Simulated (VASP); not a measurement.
# BaH in VASP: a series of runs

The runs below take BaH through single point, with PBE.

Everything below comes from runs of VASP 6.6.1. Logs are shortened: lines on timing, memory, paths and dates and some standing lists are left out, and cuts for length are marked.

### Step 1. The cell of the first run

Symmetry: Pnma, No. 62, orthorhombic system. The conventional cell has a = 11.828 Å, b = 4.055 Å, c = 4.094 Å, α = 90.00°, β = 90.00°, γ = 90.00°. Ba (site symmetry m) has 6 H at 2.88 to 2.97 Å within 3.8 Å. Within 3.8 Å of H (site symmetry m) lie 6 Ba at 2.88 to 2.97 Å.

### Step 2. Single point, PBE

Contents of INCAR:

```
SYSTEM = BaH
PREC     = Accurate       ! precision mode
ENCUT    = 520            ! plane-wave cutoff, eV
EDIFF    = 1E-7           ! SCF threshold, eV
ISMEAR   = 0              ! smearing method
SIGMA    = 0.1            ! smearing width, eV
LREAL    = .FALSE.        ! projectors in reciprocal space
LASPH    = .TRUE.         ! aspherical terms in the spheres
NELM     = 80             ! most SCF steps
ALGO     = Normal         ! electronic algorithm
ISIF     = 2              ! what is computed and relaxed
LWAVE    = .FALSE.        ! write WAVECAR
LCHARG   = .FALSE.        ! write CHGCAR
GGA      = PE             ! functional
NBANDS   = 32             ! bands
```

Contents of KPOINTS:

```
regular mesh
0
G
  2 4 4
  0 0 0
```

Contents of POSCAR:

```
BaH
1.0
   11.8277827481      0.0000000000      0.0000000000
    0.0000000000      4.0551892592      0.0000000000
    0.0000000000      0.0000000000      4.0938794971
Ba H
4 4
Direct
    0.1252000855      0.2500000000      0.2489530483
    0.8747999145      0.7500000000      0.7510469517
    0.3747999145      0.7500000000      0.7489530483
    0.6252000855      0.2500000000      0.2510469517
    0.8738353809      0.2500000000      0.2515237072
    0.1261646191      0.7500000000      0.7484762928
    0.6261646191      0.7500000000     -0.2484762928
    0.3738353809      0.2500000000      1.2484762928
```

Potentials or basis: VASP PAW PBE potentials, release 64 (Ba_sv, H).

The run is started by

```bash
> cat potpaw_PBE.64/Ba_sv/POTCAR potpaw_PBE.64/H/POTCAR > POTCAR
> mpirun -np 1 vasp_std > vasp.out
```

OUTCAR:

```text
SYSTEM = BaH
   PREC = Accurate
   ENCUT = 520
   EDIFF = 1E-7
   ISMEAR = 0
   LREAL = .FALSE.
   LASPH = .TRUE.
   NELM = 80
   ISIF = 2
   GGA = PE

 ion  position               nearest neighbor table
   1  0.125  0.250  0.249-   3 4.13   3 4.13   3 4.13   3 4.13   2 4.13   2 4.13   2 4.14   2 4.14

   2  0.875  0.750  0.751-   4 4.13   4 4.13   4 4.13   4 4.13   1 4.13   1 4.13   1 4.14   1 4.14

   3  0.375  0.750  0.749-   1 4.13   1 4.13   1 4.13   1 4.13   4 4.13   4 4.13   4 4.14   4 4.14

   4  0.625  0.250  0.251-   2 4.13   2 4.13   2 4.13   2 4.13   3 4.13   3 4.13   3 4.14   3 4.14

   5  0.874  0.250  0.252-
   6  0.126  0.750  0.748-
   7  0.626  0.750  0.752-
   8  0.374  0.250  0.248-

  LATTYP: Found a simple orthorhombic cell.
 ALAT       =     4.0551892592
 B/A-ratio  =     1.0095409204
 C/A-ratio  =     2.9167030173

  Lattice vectors:

 A1 = (   0.0000000000,   4.0551892592,   0.0000000000)
 A2 = (   0.0000000000,   0.0000000000,   4.0938794971)
 A3 = (  11.8277827481,   0.0000000000,   0.0000000000)

Analysis of symmetry for initial positions (statically):
=====================================================================
 Subroutine PRICEL returns:
 Original cell was already a primitive cell.

 Routine SETGRP: Setting up the symmetry group for a
 simple orthorhombic supercell.

 Subroutine GETGRP returns: Found  8 space group operations
 (whereof  2 operations were pure point group operations)
 out of a pool of  8 trial point group operations.

The static configuration has the point symmetry S_2 .
 The point group associated with its full space group is D_2h.

Analysis of symmetry for dynamics (positions and initial velocities):
=====================================================================
 Subroutine PRICEL returns:
 Original cell was already a primitive cell.

 Routine SETGRP: Setting up the symmetry group for a
 simple orthorhombic supercell.

 Subroutine GETGRP returns: Found  8 space group operations
 (whereof  2 operations were pure point group operations)
 out of a pool of  8 trial point group operations.

The dynamic configuration has the point symmetry S_2 .
 The point group associated with its full space group is D_2h.

 Subroutine INISYM returns: Found  8 space group operations
 (whereof  2 operations are pure point group operations),
 and found     1 'primitive' translations

----------------------------------------------------------------------------------------

                                     Primitive cell

  volume of cell :     196.3584

  direct lattice vectors                    reciprocal lattice vectors
    11.827782748  0.000000000  0.000000000     0.084546700  0.000000000  0.000000000
     0.000000000  4.055189259  0.000000000     0.000000000  0.246597615  0.000000000
     0.000000000  0.000000000  4.093879497     0.000000000  0.000000000  0.244267082

  length of vectors
    11.827782748  4.055189259  4.093879497     0.084546700  0.246597615  0.244267082

  position of ions in fractional coordinates (direct lattice)
     0.125200085  0.250000000  0.248953048
     0.874799915  0.750000000  0.751046952
     0.374799915  0.750000000  0.748953048
     0.625200085  0.250000000  0.251046952
     0.873835381  0.250000000  0.251523707
     0.126164619  0.750000000  0.748476293
     0.626164619  0.750000000  0.751523707
     0.373835381  0.250000000  0.248476293

  ion indices of the primitive-cell ions
   primitive index   ion index
                 1           1
                 2           2
                 3           3
                 4           4
                 5           5
                 6           6
                 7           7
                 8           8

----------------------------------------------------------------------------------------

 KPOINTS: regular mesh

Automatic generation of k-mesh.
 Grid dimensions read from file:
 generate k-points for:    2    4    4

 Generating k-lattice:

  Cartesian coordinates                     Fractional coordinates (reciprocal lattice)
     0.042273350  0.000000000  0.000000000     0.500000000  0.000000000  0.000000000
     0.000000000  0.061649404  0.000000000     0.000000000  0.250000000  0.000000000
     0.000000000  0.000000000  0.061066771     0.000000000  0.000000000  0.250000000

  Length of vectors
     0.042273350  0.061649404  0.061066771

  Shift w.r.t. Gamma in fractional coordinates (k-lattice)
     0.000000000  0.000000000  0.000000000

 Subroutine IBZKPT returns following result:
 ===========================================

 Found     18 irreducible k-points:

 Following reciprocal coordinates:
            Coordinates               Weight
  0.000000  0.000000  0.000000      1.000000
  0.500000  0.000000  0.000000      1.000000
  0.000000  0.250000  0.000000      2.000000
  0.500000  0.250000  0.000000      2.000000
  0.000000  0.500000  0.000000      1.000000
  0.500000  0.500000  0.000000      1.000000
[... 10 lines left out ...]
  0.000000  0.500000  0.500000      1.000000
  0.500000  0.500000  0.500000      1.000000
   k-points           NKPTS =     18   k-points in BZ     NKDIM =     18   number of bands    NBANDS=     32
   number of dos      NEDOS =    301   number of ions     NIONS =      8
   total plane-waves  NPLWV =  81000
   dimension x,y,z NGX =    90 NGY =   30 NGZ =   30
   dimension x,y,z NGXF=   180 NGYF=   60 NGZF=   60
   ions per type =               4   4
   NGX,Y,Z   is equivalent  to a cutoff of  12.65, 12.30, 12.18 a.u.
   NGXF,Y,Z  is equivalent  to a cutoff of  25.30, 24.60, 24.37 a.u.
 SYSTEM =  BaH
   PREC   = accura    normal or accurate (medium, high low for compatibility)
   ISTART =      0    job   : 0-new  1-cont  2-samecut
   ICHARG =      2    charge: 1-file 2-atom 10-const
   ISPIN  =      1    spin polarized calculation?
   LNONCOLLINEAR =      F non collinear calculations
   LSORBIT =      F    spin-orbit coupling
   LASPH  =      T    aspherical Exc in radial PAW
   ENCUT  =  520.0 eV  38.22 Ry    6.18 a.u.  21.99  7.54  7.61*2*pi/ulx,y,z
   NELM   =     80;   NELMIN=  2; NELMDL= -5     # of ELM steps
   EDIFF  = 0.1E-06   stopping-criterion for ELM
   LREAL  =      F    real-space projection
   EDIFFG = 0.1E-05   stopping-criterion for IOM
   NSW    =      0    number of steps for IOM
   IBRION =     -1    ionic relax: 0-MD 1-quasi-New 2-CG
   NFREE  =      0    steps in history (QN), initial steepest desc. (CG)
   ISIF   =      2    stress and relaxation
   ISYM   =      2    0-nonsym 1-usesym 2-fastsym
   POTIM  = 0.5000    time-step for ionic-motion
   TEBEG  =    0.0;   TEEND  =   0.0 temperature during run
   PSTRESS=    0.0 pullay stress
   NELECT =      44.0000    total number of electrons
   NUPDOWN=      -1.0000    fix difference up-down
   EMIN   =  10.00;   EMAX   =-10.00  energy-range for DOS
   EFERMI =   0.00;   METHOD = LEGACY
   ISMEAR =     0;   SIGMA  =   0.10  broadening in eV -4-tet -1-fermi 0-gaus
   EFERMI_NEDOS =   21; number of points for ismear=-14 and -15
   IALGO  =     38    algorithm
   IMIX   =      4    mixing-type and parameters
     AMIX     =   0.40;   BMIX     =  1.00
     AMIX_MAG =   1.60;   BMIX_MAG =  1.00
  volume/ion in A,a.u.               =      24.54       165.64
  Fermi-wavevector in a.u.,A,eV,Ry     =   0.994357  1.879063 13.452717  0.988747
  Thomas-Fermi vector in A             =   2.126303
   LORBIT       =      0    0 simple, 1 ext, 2 COOP (PROOUT), +10 PAW based schemes
   GGA     = PE    functional components
   LHFCALC =     F    Hartree Fock is set to
   AEXX    =    0.0000 exact exchange contribution
   IVDW    =     0    specifies the selected vdW correction
   LEPSILON=     F    determine dielectric tensor
   LRPA    =     F    only Hartree local field effects (RPA)
 non-spin polarized calculation
 Gauss-broadening in eV      SIGMA  =   0.10
  energy-cutoff  :      520.00
  volume of cell :      196.36
 maximum number of plane-waves:      5323
 NGX is ok and might be reduce to    90

 number of electron      43.9999995 magnetization

 Free energy of the ion-electron system (eV)
  ---------------------------------------------------
  ext. energy  EPLUGINS =         0.00000000
  ---------------------------------------------------
  free energy    TOTEN  =       -23.10917646 eV

  energy without entropy =      -23.04647272  energy(sigma->0) =      -23.07782459

 E-fermi :   2.8853     XC(G=0):  -8.5881

 val. band max:        2.8576463311   @ k =   0.5000   0.2500   0.0000
 cond. band min:       2.9052618150   @ k =   0.0000   0.2500   0.2500
 fundamental gap:      0.0476154839
 Fermi energy:         2.8853075221

 k-point     1 :       0.0000    0.0000    0.0000
  band No.  band energies     occupation
      1     -25.6782      2.00000
      2     -25.6044      2.00000
      3     -25.6029      2.00000
      4     -25.5281      2.00000
      5     -11.3455      2.00000
      6     -10.9459      2.00000
[... 24 lines left out ...]
     31       6.0503      0.00000
     32       6.1304      0.00000

 k-point     2 :       0.5000    0.0000    0.0000
  band No.  band energies     occupation
      1     -25.6565      2.00000
      2     -25.6565      2.00000
      3     -25.5503      2.00000
      4     -25.5503      2.00000
      5     -11.2373      2.00000
      6     -11.2373      2.00000
[... 24 lines left out ...]
     31       5.2730      0.00000
     32       5.2730      0.00000
[... 523 lines left out ...]
     31       8.4752      0.00000
     32       8.4752      0.00000

 k-point    18 :       0.5000    0.5000    0.5000
  band No.  band energies     occupation
      1     -25.5154      2.00000
      2     -25.5154      2.00000
      3     -25.5154      2.00000
      4     -25.5154      2.00000
      5     -11.2687      2.00000
      6     -11.2687      2.00000
[... 24 lines left out ...]
     31       6.3420      0.00000
     32       6.3420      0.00000

------------------------ aborting loop because EDIFF is reached ----------------------------------------

  FORCE on cell =-STRESS in cart. coord.  units (eV):
  Direction    XX          YY          ZZ          XY          YZ          ZX
  --------------------------------------------------------------------------------------
  -------------------------------------------------------------------------------------
  Total        0.0839746      0.7365134      0.6364384      0.0000000      0.0000000      0.0000000
  in kB        0.6851865      6.0095471      5.1929894      0.0000000      0.0000000      0.0000000
  external PRESSURE =       3.9625743 kB  Pullay stress =       0.0000000 kB

 VOLUME and BASIS-vectors are now :
 -----------------------------------------------------------------------------
  energy-cutoff  :      520.00
  volume of cell :      196.36
      direct lattice vectors                 reciprocal lattice vectors
    11.827782748  0.000000000  0.000000000     0.084546700  0.000000000  0.000000000
     0.000000000  4.055189259  0.000000000     0.000000000  0.246597615  0.000000000
     0.000000000  0.000000000  4.093879497     0.000000000  0.000000000  0.244267082

 POSITION                                       TOTAL-FORCE (eV/Angst)
 -----------------------------------------------------------------------------------
      1.48084      1.01380      1.01918        -0.000560     -0.000000      0.002749
     10.34694      3.04139      3.07470         0.000560     -0.000000     -0.002749
      4.43305      3.04139      3.06612         0.000560     -0.000000      0.002749
      7.39473      1.01380      1.02776        -0.000560     -0.000000     -0.002749
     10.33554      1.01380      1.02971         0.004327      0.000000     -0.003474
      1.49225      3.04139      3.06417        -0.004327      0.000000      0.003474
      7.40614      3.04139      3.07665        -0.004327     -0.000000     -0.003474
      4.42164      1.01380      1.01723         0.004327     -0.000000      0.003474
 -----------------------------------------------------------------------------------
    total drift:                               -0.000000     -0.000000     -0.000000

  FREE ENERGIE OF THE ION-ELECTRON SYSTEM (eV)
  ---------------------------------------------------
  free  energy   TOTEN  =       -23.1091764615 eV

  energy  without entropy=      -23.0464727206  energy(sigma->0) =      -23.07782459
```

Run time: 2.2 min. Hardware: 1 thread of Intel Xeon Platinum 8259CL at 2.50GHz (Skylake/Cascade Lake), shared host; peak memory 0.31 GiB.

Results:

| Property | Result |
| --- | --- |
| Free energy | -23.1092 eV |
| Pressure | 0.4 GPa |
| Largest force | 0.006 eV/Å |
| Band gap on the k mesh | zero (bands 22 and 23 overlap by 1.10 eV) |

Forces in eV/Å, atoms in the order of the input:
```
Ba  -0.001  0.000  0.003
Ba   0.001  0.000 -0.003
Ba   0.001  0.000  0.003
Ba  -0.001  0.000 -0.003
H    0.004  0.000 -0.003
H   -0.004  0.000  0.003
H   -0.004  0.000 -0.003
H    0.004  0.000  0.003
```

Levels at points of the mesh, in eV from the Fermi level:
| k point | band 18 | band 19 | band 20 | band 21 | band 22 | band 23 | band 24 | band 25 | band 26 | band 27 |
| --- | --- | --- | --- | --- | --- | --- | --- | --- | --- | --- |
| (0.00, 0.00, 0.00) | -4.48 | -4.23 | -4.23 | -0.46 | 0.41 | 0.42 | 1.31 | 1.37 | 1.86 | 1.99 |
| (0.50, 0.00, 0.00) | -4.77 | -4.30 | -4.30 | -0.23 | -0.23 | 1.31 | 1.31 | 2.04 | 2.04 | 2.29 |
| (0.00, 0.50, 0.00) | -3.33 | -2.75 | -2.75 | -1.21 | -1.21 | 0.07 | 0.07 | 0.75 | 0.75 | 1.49 |
| (0.50, 0.50, 0.00) | -3.08 | -3.08 | -3.08 | -0.69 | -0.69 | -0.69 | -0.69 | 1.39 | 1.39 | 1.39 |
| (0.00, 0.00, 0.50) | -3.34 | -2.76 | -2.76 | -1.21 | -1.21 | 0.04 | 0.04 | 0.78 | 0.78 | 1.45 |
| (0.50, 0.00, 0.50) | -3.10 | -3.09 | -3.09 | -0.69 | -0.69 | -0.69 | -0.69 | 1.36 | 1.36 | 1.37 |
| (0.00, 0.50, 0.50) | -4.48 | -3.95 | -3.95 | -0.52 | -0.52 | 0.89 | 0.89 | 0.94 | 0.94 | 2.38 |
| (0.50, 0.50, 0.50) | -4.24 | -4.24 | -4.24 | -0.14 | -0.14 | -0.14 | -0.14 | 2.31 | 2.31 | 2.31 |

Caveat: the k points lie up to 0.39 Å⁻¹ apart, too coarse for converged energies and pressures of a metal; spin-orbit coupling is left out, which moves the levels of the heavy elements.

### Step 3. Single point, PBE

This run uses another cell than the first one: it holds 2 atoms, not 8.

Contents of INCAR:

```
SYSTEM = BaH
  PREC = Accurate
  ENCUT = 520
  EDIFF = 1E-6
  ISMEAR = 0
  SIGMA = 0.1
  LREAL = .False.
  LASPH = .True.
  NELM = 60
  ALGO = Normal
  ISIF = 2
  LWAVE = .False.
  LCHARG = .False.
  GGA = PE
  NBANDS = 12
```

Contents of KPOINTS:

```
regular mesh
0
Gamma
  20 20 20
  0 0 0
```

Contents of POSCAR:

```
BaH
1.0
   -2.0537747511      2.0537747511      2.9024227907
    2.0537747511     -2.0537747511      2.9024227907
    2.0537747511      2.0537747511     -2.9024227907
Ba H
1 1
Direct
    0.0000000000      0.0000000000      0.0000000000
    0.5000000000      0.5000000000      0.0000000000
```

Potentials or basis: VASP PAW PBE potentials, release 64 (Ba_sv, H).

The run is started by

```bash
> cat potpaw_PBE.64/Ba_sv/POTCAR potpaw_PBE.64/H/POTCAR > POTCAR
> mpirun -np 1 vasp_std > vasp.out
```

It took 3.6 min on 1 thread of Intel Xeon Platinum 8259CL at 2.50GHz (Skylake/Cascade Lake), shared host; peak memory 0.51 GiB.

Results (log left out):

```
Free energy            : -5.7875 eV
Pressure               : 0.4 GPa
Band gap on the k mesh : zero (an odd number of electrons rules out a gap without spin polarisation)
```

Levels at points of the mesh, in eV from the Fermi level:
| k point | band 1 | band 2 | band 3 | band 4 | band 5 | band 6 | band 7 | band 8 | band 9 | band 10 |
| --- | --- | --- | --- | --- | --- | --- | --- | --- | --- | --- |
| (0.00, 0.00, 0.00) | -28.60 | -13.33 | -13.33 | -13.33 | -5.16 | 1.94 | 1.94 | 1.95 | 3.97 | 4.01 |
| (0.50, 0.00, 0.00) | -28.48 | -14.40 | -13.46 | -13.46 | -2.79 | -1.25 | 1.53 | 1.54 | 5.01 | 5.60 |
| (0.50, 0.50, 0.00) | -28.44 | -14.27 | -13.69 | -13.69 | -4.52 | -0.54 | 3.07 | 5.67 | 6.14 | 6.18 |
| (0.50, 0.50, 0.50) | -28.44 | -14.27 | -13.69 | -13.69 | -4.52 | -0.54 | 3.07 | 5.67 | 6.14 | 6.19 |

Caveat: spin-orbit coupling is left out, which moves the levels of the heavy elements.
